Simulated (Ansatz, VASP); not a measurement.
## Two plane-wave programs on Sc

```
Sc
1.0
     4.44085   -2.55651    0.00239
     4.44085    2.55651    0.00239
    -0.00177    0.00000    3.23207
Sc
3
Direct
  0.33342 0.33342 0.99998
  0.00000 0.00000 0.50000
  0.66658 0.66658 0.00002
```

Alike in both runs: functional PBE; k mesh 8 × 8 × 12; occupations gaussian, width 0.1 eV; no spin polarisation.

Ansatz relaxed the structure, and its values are those at the end. VASP's run is a single point on that final structure, the one shown.

|  | VASP | Ansatz |
| --- | --- | --- |
| version | VASP 6.6.1 | Ansatz 0.2.0 |
| potentials or method | VASP PAW PBE potentials, release 64 (Sc_sv), cutoff 520 eV | scalar-relativistic, plane waves, PAW |
| valence electrons in the cell | 33 | 33 |

```tsv
	VASP	Ansatz	Ansatz less VASP
gap on the k mesh at the Fermi level (eV)	none	none	-
pressure (GPa)	0.0	0.0	-0.03
```

A gap of «none» marks a metal or a gap that the smearing closes.
